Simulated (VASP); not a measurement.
# InSe (P-6m2) in VASP: notebook

InSe is run at these levels: PBEsol; tasks: single point.

All numbers are computed with VASP 6.6.1; they aren't measurements. Logs are shortened: lines on timing, memory, paths and dates and some standing lists are left out, and cuts for length are marked.

## Step 1: The cell of the first run

Symmetry: P-6m2, No. 187, hexagonal system. Conventional cell: a = 4.047 Å, b = 4.047 Å, c = 18.052 Å, α = 90.00°, β = 90.00°, γ = 120.00°. In (site symmetry 3m) has 3 Se at 2.65 Å and 1 In at 2.79 Å within 3.5 Å. Within 3.5 Å of In (site symmetry 3m) lie 3 Se at 2.65 Å and 1 In at 2.79 Å. Within 3.5 Å of Se (site symmetry 3m) lie 3 In at 2.65 Å. Se (site symmetry 3m) has 3 In at 2.65 Å within 3.5 Å.

## Step 2: Single point, PBEsol

Input file INCAR:

```
ALGO = Normal
EDIFF = 1E-6
ENCUT = 520
GGA = PS
ISIF = 2
ISMEAR = -1
LASPH = T
LCHARG = T
LELF = T
LREAL = F
LVHAR = T
LWAVE = F
NBANDS = 48
NELM = 60
PREC = Accurate
SIGMA = 0.05
```

Input file KPOINTS:

```
k-points
0
Gamma
  6 6 2
```

Input file POSCAR:

```
InSe
1.0
    4.0473293151      0.0000000000      0.0000000000
   -2.0236646576      3.5050900044      0.0000000000
    0.0000000000      0.0000000000     18.0520649100
In Se
4 4
Direct
    0.3333333333      0.6666666667      0.0773904900
    0.3333333333      0.6666666667      0.9226095100
    0.0000000000      0.0000000000      0.4226063200
    0.0000000000      0.0000000000      0.5773936800
    0.3333333333      0.6666666667      0.3529842800
    0.3333333333      0.6666666667      0.6470157200
    0.6666666667      0.3333333333      0.1469999300
    0.6666666667      0.3333333333      0.8530000700
```

Potentials or basis: VASP PAW PBE potentials, release 64 (In_d, Se).

Launch:

```sh
> cat potpaw_PBE.64/In_d/POTCAR potpaw_PBE.64/Se/POTCAR > POTCAR
> mpirun -np 1 vasp_std > vasp.out
```

OUTCAR:

```text
EDIFF = 1E-6
   ENCUT = 520
   GGA = PS
   ISIF = 2
   ISMEAR = -1
   LASPH = T
   LREAL = F
   NELM = 60
   PREC = Accurate

 ion  position               nearest neighbor table
   1  0.333  0.667  0.077-   7 2.65   7 2.65   7 2.65   2 2.79
   2  0.333  0.667  0.923-   8 2.65   8 2.65   8 2.65   1 2.79
   3  0.000  0.000  0.423-   5 2.65   5 2.65   5 2.65   4 2.79
   4  0.000  0.000  0.577-   6 2.65   6 2.65   6 2.65   3 2.79
   5  0.333  0.667  0.353-   3 2.65   3 2.65   3 2.65
   6  0.333  0.667  0.647-   4 2.65   4 2.65   4 2.65
   7  0.667  0.333  0.147-   1 2.65   1 2.65   1 2.65
   8  0.667  0.333  0.853-   2 2.65   2 2.65   2 2.65

  LATTYP: Found a hexagonal cell.
 ALAT       =     4.0473293151
 C/A-ratio  =     4.4602411874

  Lattice vectors:

 A1 = (   4.0473293151,   0.0000000000,   0.0000000000)
 A2 = (  -2.0236646576,   3.5050900044,   0.0000000000)
 A3 = (   0.0000000000,   0.0000000000,  18.0520649100)

Analysis of symmetry for initial positions (statically):
=====================================================================
 Subroutine PRICEL returns:
 Original cell was already a primitive cell.

 Routine SETGRP: Setting up the symmetry group for a
 hexagonal supercell.

 Subroutine GETGRP returns: Found 12 space group operations
 (whereof 12 operations were pure point group operations)
 out of a pool of 24 trial point group operations.

The static configuration has the point symmetry D_3h.

Analysis of symmetry for dynamics (positions and initial velocities):
=====================================================================
 Subroutine PRICEL returns:
 Original cell was already a primitive cell.

 Routine SETGRP: Setting up the symmetry group for a
 hexagonal supercell.

 Subroutine GETGRP returns: Found 12 space group operations
 (whereof 12 operations were pure point group operations)
 out of a pool of 24 trial point group operations.

The dynamic configuration has the point symmetry D_3h.

 Subroutine INISYM returns: Found 12 space group operations
 (whereof 12 operations are pure point group operations),
 and found     1 'primitive' translations

----------------------------------------------------------------------------------------

                                     Primitive cell

  volume of cell :     256.0912

  direct lattice vectors                    reciprocal lattice vectors
     4.047329315  0.000000000  0.000000000     0.247076510  0.142649689  0.000000000
    -2.023664658  3.505090004  0.000000000     0.000000000  0.285299379  0.000000000
     0.000000000  0.000000000 18.052064910     0.000000000  0.000000000  0.055395325

  length of vectors
     4.047329315  4.047329315 18.052064910     0.285299379  0.285299379  0.055395325

  position of ions in fractional coordinates (direct lattice)
     0.333333333  0.666666667  0.077390490
     0.333333333  0.666666667  0.922609510
     0.000000000  0.000000000  0.422606320
     0.000000000  0.000000000  0.577393680
     0.333333333  0.666666667  0.352984280
     0.333333333  0.666666667  0.647015720
     0.666666667  0.333333333  0.146999930
     0.666666667  0.333333333  0.853000070

  ion indices of the primitive-cell ions
   primitive index   ion index
                 1           1
                 2           2
                 3           3
                 4           4
                 5           5
                 6           6
                 7           7
                 8           8

----------------------------------------------------------------------------------------

 KPOINTS: k-points

Automatic generation of k-mesh.
 Grid dimensions read from file:
 generate k-points for:    6    6    2

 Generating k-lattice:

  Cartesian coordinates                     Fractional coordinates (reciprocal lattice)
     0.041179418  0.023774948  0.000000000     0.166666667 -0.000000000  0.000000000
     0.000000000  0.047549896  0.000000000     0.000000000  0.166666667  0.000000000
     0.000000000  0.000000000  0.027697662     0.000000000  0.000000000  0.500000000

  Length of vectors
     0.047549896  0.047549896  0.027697662

  Shift w.r.t. Gamma in fractional coordinates (k-lattice)
     0.000000000  0.000000000  0.000000000

 Subroutine IBZKPT returns following result:
 ===========================================

 Found     14 irreducible k-points:

 Following reciprocal coordinates:
            Coordinates               Weight
  0.000000  0.000000  0.000000      1.000000
  0.166667  0.000000  0.000000      6.000000
  0.333333  0.000000  0.000000      6.000000
  0.500000  0.000000  0.000000      3.000000
  0.166667  0.166667  0.000000      6.000000
  0.333333  0.166667  0.000000     12.000000
  0.333333  0.333333  0.000000      2.000000
  0.000000  0.000000  0.500000      1.000000
  0.166667  0.000000  0.500000      6.000000
  0.333333  0.000000  0.500000      6.000000
  0.500000  0.000000  0.500000      3.000000
  0.166667  0.166667  0.500000      6.000000
  0.333333  0.166667  0.500000     12.000000
  0.333333  0.333333  0.500000      2.000000
   k-points           NKPTS =     14   k-points in BZ     NKDIM =     14   number of bands    NBANDS=     48
   number of dos      NEDOS =    301   number of ions     NIONS =      8
   total plane-waves  NPLWV = 126000
   dimension x,y,z NGX =    30 NGY =   30 NGZ =  140
   dimension x,y,z NGXF=    60 NGYF=   60 NGZF=  280
   ions per type =               4   4
   NGX,Y,Z   is equivalent  to a cutoff of  12.32, 12.32, 12.89 a.u.
   NGXF,Y,Z  is equivalent  to a cutoff of  24.65, 24.65, 25.79 a.u.
 SYSTEM =  unknown system
   PREC   = accura    normal or accurate (medium, high low for compatibility)
   ISTART =      0    job   : 0-new  1-cont  2-samecut
   ICHARG =      2    charge: 1-file 2-atom 10-const
   ISPIN  =      1    spin polarized calculation?
   LNONCOLLINEAR =      F non collinear calculations
   LSORBIT =      F    spin-orbit coupling
   LASPH  =      T    aspherical Exc in radial PAW
   ENCUT  =  520.0 eV  38.22 Ry    6.18 a.u.   7.53  7.53 33.56*2*pi/ulx,y,z
   NELM   =     60;   NELMIN=  2; NELMDL= -5     # of ELM steps
   EDIFF  = 0.1E-05   stopping-criterion for ELM
   LREAL  =      F    real-space projection
   EDIFFG = 0.1E-04   stopping-criterion for IOM
   NSW    =      0    number of steps for IOM
   IBRION =     -1    ionic relax: 0-MD 1-quasi-New 2-CG
   NFREE  =      0    steps in history (QN), initial steepest desc. (CG)
   ISIF   =      2    stress and relaxation
   ISYM   =      2    0-nonsym 1-usesym 2-fastsym
   POTIM  = 0.5000    time-step for ionic-motion
   TEBEG  =    0.0;   TEEND  =   0.0 temperature during run
   PSTRESS=    0.0 pullay stress
   NELECT =      76.0000    total number of electrons
   NUPDOWN=      -1.0000    fix difference up-down
   EMIN   =  10.00;   EMAX   =-10.00  energy-range for DOS
   EFERMI =   0.00;   METHOD = LEGACY
   ISMEAR =    -1;   SIGMA  =   0.05  broadening in eV -4-tet -1-fermi 0-gaus
   EFERMI_NEDOS =   21; number of points for ismear=-14 and -15
   IALGO  =     38    algorithm
   IMIX   =      4    mixing-type and parameters
     AMIX     =   0.40;   BMIX     =  1.00
     AMIX_MAG =   1.60;   BMIX_MAG =  1.00
  volume/ion in A,a.u.               =      32.01       216.02
  Fermi-wavevector in a.u.,A,eV,Ry     =   1.091980  2.063542 16.223849  1.192419
  Thomas-Fermi vector in A             =   2.228236
   LORBIT       =      0    0 simple, 1 ext, 2 COOP (PROOUT), +10 PAW based schemes
   GGA     = PS    functional components
   LHFCALC =     F    Hartree Fock is set to
   AEXX    =    0.0000 exact exchange contribution
   IVDW    =     0    specifies the selected vdW correction
   LEPSILON=     F    determine dielectric tensor
   LRPA    =     F    only Hartree local field effects (RPA)
 non-spin polarized calculation
  energy-cutoff  :      520.00
  volume of cell :      256.09
 maximum number of plane-waves:      6951
   NGX = 15   NGY = 15   NGZ = 67

 number of electron      76.0000024 magnetization

 Free energy of the ion-electron system (eV)
  ---------------------------------------------------
  ext. energy  EPLUGINS =         0.00000000
  ---------------------------------------------------
  free energy    TOTEN  =       -31.13549406 eV

  energy without entropy =      -31.13544529  energy(sigma->0) =      -31.13546967

 E-fermi :   3.2306     XC(G=0):  -8.5835

 val. band max:        2.9055739679   @ k =   0.0000   0.0000   0.0000
 cond. band min:       3.5348003559   @ k =   0.0000   0.0000   0.0000
 fundamental gap:      0.6292263880
 Fermi energy:         3.2305838630

 k-point     1 :       0.0000    0.0000    0.0000
  band No.  band energies     occupation
      1     -11.5570      2.00000
      2     -11.5536      2.00000
      3     -11.3662      2.00000
      4     -11.3662      2.00000
      5     -11.3629      2.00000
      6     -11.3629      2.00000
[... 40 lines left out ...]
     47       8.5722      0.00000
     48       8.5810      0.00000

 k-point     2 :       0.1667    0.0000    0.0000
  band No.  band energies     occupation
      1     -11.5624      2.00000
      2     -11.5590      2.00000
      3     -11.4453      2.00000
      4     -11.4412      2.00000
      5     -11.3875      2.00000
      6     -11.3829      2.00000
[... 40 lines left out ...]
     47       7.6207      0.00000
     48       7.7605      0.00000

 k-point     3 :       0.3333    0.0000    0.0000
  band No.  band energies     occupation
      1     -11.6337      2.00000
      2     -11.6295      2.00000
      3     -11.5271      2.00000
      4     -11.5223      2.00000
      5     -11.4932      2.00000
      6     -11.4897      2.00000
[... 40 lines left out ...]
     47       7.6536      0.00000
     48       7.7832      0.00000

 k-point     4 :       0.5000    0.0000    0.0000
  band No.  band energies     occupation
      1     -11.6811      2.00000
      2     -11.6773      2.00000
      3     -11.5804      2.00000
      4     -11.5765      2.00000
      5     -11.4922      2.00000
      6     -11.4887      2.00000
[... 448 lines left out ...]
     47       7.7295      0.00000
     48       7.7436      0.00000

 k-point    13 :       0.3333    0.1667    0.5000
  band No.  band energies     occupation
      1     -11.6696      2.00000
      2     -11.6664      2.00000
      3     -11.5727      2.00000
      4     -11.5695      2.00000
      5     -11.4929      2.00000
      6     -11.4895      2.00000
[... 40 lines left out ...]
     47       7.6577      0.00000
     48       7.6648      0.00000

 k-point    14 :       0.3333    0.3333    0.5000
  band No.  band energies     occupation
      1     -11.6810      2.00000
      2     -11.6778      2.00000
      3     -11.5900      2.00000
      4     -11.5867      2.00000
      5     -11.4916      2.00000
      6     -11.4882      2.00000
[... 40 lines left out ...]
     47       8.7289      0.00000
     48       8.7356      0.00000

------------------------ aborting loop because EDIFF is reached ----------------------------------------

  FORCE on cell =-STRESS in cart. coord.  units (eV):
  Direction    XX          YY          ZZ          XY          YZ          ZX
  --------------------------------------------------------------------------------------
  -------------------------------------------------------------------------------------
  Total       -1.3224361     -1.3224361     -0.8209780      0.0000000      0.0000000      0.0000000
  in kB       -8.2735267     -8.2735267     -5.1362659      0.0000000      0.0000000      0.0000000
  external PRESSURE =      -7.2277731 kB  Pullay stress =       0.0000000 kB

 VOLUME and BASIS-vectors are now :
 -----------------------------------------------------------------------------
  energy-cutoff  :      520.00
  volume of cell :      256.09
      direct lattice vectors                 reciprocal lattice vectors
     4.047329315  0.000000000  0.000000000     0.247076510  0.142649689  0.000000000
    -2.023664658  3.505090004  0.000000000     0.000000000  0.285299379  0.000000000
     0.000000000  0.000000000 18.052064910     0.000000000  0.000000000  0.055395325

 POSITION                                       TOTAL-FORCE (eV/Angst)
 -----------------------------------------------------------------------------------
     -0.00000      2.33673      1.39706         0.000000     -0.000000     -0.079104
     -0.00000      2.33673     16.65501        -0.000000     -0.000000      0.079104
      0.00000      0.00000      7.62892        -0.000000      0.000000      0.078705
      0.00000      0.00000     10.42315         0.000000      0.000000     -0.078705
     -0.00000      2.33673      6.37210        -0.000000     -0.000000     -0.031087
     -0.00000      2.33673     11.67997         0.000000     -0.000000      0.031087
      2.02366      1.16836      2.65365         0.000000      0.000000      0.031521
      2.02366      1.16836     15.39841        -0.000000      0.000000     -0.031521
 -----------------------------------------------------------------------------------
    total drift:                               -0.000000      0.000000     -0.000000

  FREE ENERGIE OF THE ION-ELECTRON SYSTEM (eV)
  ---------------------------------------------------
  free  energy   TOTEN  =       -31.1354940599 eV

  energy  without entropy=      -31.1354452875  energy(sigma->0) =      -31.13546967
```

Run time: 2 min. Hardware: 1 thread of Intel Xeon 6975P-C (Granite Rapids), shared host; peak memory 0.41 GiB.

What came out:

```yaml
Free_energy: -31.1355 eV
Pressure: -0.7 GPa
Largest_force: 0.079 eV/Å
Band_gap_on_the_k_mesh: 0.63 eV
```

Forces in eV/Å, atoms in the order of the input:
```
In   0.000  0.000 -0.079
In   0.000  0.000  0.079
In   0.000  0.000  0.079
In   0.000  0.000 -0.079
Se   0.000  0.000 -0.031
Se   0.000  0.000  0.031
Se   0.000  0.000  0.032
Se   0.000  0.000 -0.032
```

Levels at points of the mesh, in eV from the valence-band top:
```tsv
k point	band 34	band 35	band 36	band 37	band 38	band 39	band 40	band 41	band 42	band 43
(0.00, 0.00, 0.00)	-1.00	-0.97	-0.95	-0.95	0.00	0.63	1.43	2.13	2.17	4.43
(0.50, 0.00, 0.00)	-1.96	-1.94	-1.87	-1.46	-1.33	1.64	1.66	1.88	1.88	3.57
(0.00, 0.00, 0.50)	-0.97	-0.97	-0.97	-0.58	-0.56	1.12	1.13	2.16	2.16	4.44
(0.50, 0.00, 0.50)	-2.04	-1.91	-1.91	-1.39	-1.35	1.55	1.63	1.87	2.01	3.59
```

Caveat: the PAW data sets were made with another functional, which shifts forces and pressure a little; spin-orbit coupling is left out, which moves the levels of the heavy elements; this functional lacks dispersion, which binds the layers, so the pressure and a relaxed spacing across them are unreliable. A k mesh can miss the band edges.

## Step 3: Single point, PBEsol

This run uses another cell than the first one, of 32.65 Å³/atom.

Input file INCAR:

```
SYSTEM = InSe
PREC = Accurate
ENCUT = 520
EDIFF = 1E-6
ISMEAR = -1
SIGMA = 0.05
LREAL = .FALSE.
LASPH = .TRUE.
NELM = 60
ALGO = Normal
ISIF = 2
LWAVE = .FALSE.
LCHARG = .FALSE.
GGA = PS
NBANDS = 48
```

Input file KPOINTS:

```
regular mesh
0
G
  6 6 2
  0 0 0
```

POSCAR: that of step 2 with these lines changed.

```diff
@@ -2,4 +2,4 @@
 1.0
-    4.0473293151      0.0000000000      0.0000000000
-   -2.0236646576      3.5050900044      0.0000000000
+    4.0878026083      0.0000000000      0.0000000000
+   -2.0439013042      3.5401409044      0.0000000000
     0.0000000000      0.0000000000     18.0520649100
```

Potentials or basis: VASP PAW PBE potentials, release 64 (In_d, Se).

Launch:

```sh
> cat potpaw_PBE.64/In_d/POTCAR potpaw_PBE.64/Se/POTCAR > POTCAR
> mpirun -np 1 vasp_std > vasp.out
```

Wall time 1.9 min (1 thread of Intel Xeon 6975P-C (Granite Rapids), shared host); peak memory 0.41 GiB.

It converged, with:

| Property | Result |
| --- | --- |
| Free energy | -31.0928 eV |
| Pressure | -1.6 GPa |
| Largest force | 0.106 eV/Å |
| Band gap on the k mesh | 0.52 eV |

Forces in eV/Å, atoms in the order of the input:
```
In   0.000  0.000  0.066
In   0.000  0.000 -0.066
In   0.000  0.000 -0.065
In   0.000  0.000  0.065
Se   0.000  0.000  0.106
Se   0.000  0.000 -0.106
Se   0.000  0.000 -0.106
Se   0.000  0.000  0.106
```

Stress tensor (GPa, compression positive):
```
-1.88  0.00  0.00
 0.00 -1.88  0.00
 0.00  0.00 -0.92
```

Levels at points of the mesh, in eV from the valence-band top:
```tsv
k point	band 36	band 37	band 38	band 39	band 40	band 41
(0.00, 0.00, 0.00)	-0.99	-0.96	0.00	0.52	1.32	2.04
(0.50, 0.00, 0.00)	-1.87	-1.45	-1.33	1.59	1.61	1.81
(0.00, 0.00, 0.50)	-1.00	-0.58	-0.57	1.01	1.03	2.06
(0.50, 0.00, 0.50)	-1.91	-1.39	-1.35	1.50	1.59	1.81
```

Caveat: the PAW data sets were made with another functional, which shifts forces and pressure a little; spin-orbit coupling is left out, which moves the levels of the heavy elements; this functional lacks dispersion, which binds the layers, so the pressure and a relaxed spacing across them are unreliable.

## Step 4: Single point, PBEsol

This run uses another cell than the first one, of 33.30 Å³/atom.

Input file INCAR:

```
SYSTEM = InSe
PREC     = Accurate       ! precision mode
ENCUT    = 520            ! plane-wave cutoff, eV
EDIFF    = 1E-7           ! SCF threshold, eV
ISMEAR   = -1             ! smearing method
SIGMA    = 0.05           ! smearing width, eV
LREAL    = .False.        ! projectors in reciprocal space
LASPH    = .True.         ! aspherical terms in the spheres
NELM     = 60             ! most SCF steps
ALGO     = Normal         ! electronic algorithm
ISIF     = 2              ! what is computed and relaxed
LWAVE    = .False.        ! write WAVECAR
LCHARG   = .False.        ! write CHGCAR
GGA      = PS             ! functional
NBANDS   = 48             ! bands
```

Input file KPOINTS:

```
Automatic mesh
0
Gamma
  6 6 2
  0 0 0
```

POSCAR: that of step 3 with these lines changed.

```diff
@@ -2,4 +2,4 @@
 1.0
-    4.0878026083      0.0000000000      0.0000000000
-   -2.0439013042      3.5401409044      0.0000000000
+    4.1282759014      0.0000000000      0.0000000000
+   -2.0641379508      3.5751918045      0.0000000000
     0.0000000000      0.0000000000     18.0520649100
```

Launch:

```sh
> cat potpaw_PBE.64/In_d/POTCAR potpaw_PBE.64/Se/POTCAR > POTCAR
> mpirun -np 1 vasp_std > vasp.out
```

It took 2.2 min on 1 thread of Intel Xeon 6975P-C (Granite Rapids), shared host; peak memory 0.44 GiB.

Results (log left out):

```
Free energy            : -31.0172 eV
Pressure               : -2.3 GPa
Largest force          : 0.231 eV/Å
Band gap on the k mesh : 0.41 eV
```

Forces in eV/Å, atoms in the order of the input:
```
In   0.000  0.000  0.200
In   0.000  0.000 -0.200
In   0.000  0.000 -0.199
In   0.000  0.000  0.199
Se   0.000  0.000  0.231
Se   0.000  0.000 -0.231
Se   0.000  0.000 -0.231
Se   0.000  0.000  0.231
```

Stress tensor (GPa, compression positive):
```
-2.82  0.00  0.00
 0.00 -2.82  0.00
 0.00  0.00 -1.28
```

Levels at points of the mesh, in eV from the valence-band top:
```tsv
k point	band 36	band 37	band 38	band 39	band 40	band 41
(0.00, 0.00, 0.00)	-1.02	-0.95	0.00	0.41	1.22	1.95
(0.50, 0.00, 0.00)	-1.87	-1.44	-1.32	1.52	1.58	1.74
(0.00, 0.00, 0.50)	-1.04	-0.58	-0.57	0.92	0.94	1.97
(0.50, 0.00, 0.50)	-1.90	-1.38	-1.34	1.45	1.54	1.76
```

Caveat: the PAW data sets were made with another functional, which shifts forces and pressure a little; spin-orbit coupling is left out, which moves the levels of the heavy elements; this functional lacks dispersion, which binds the layers, so the pressure and a relaxed spacing across them are unreliable.

[end of part 1 of 2]
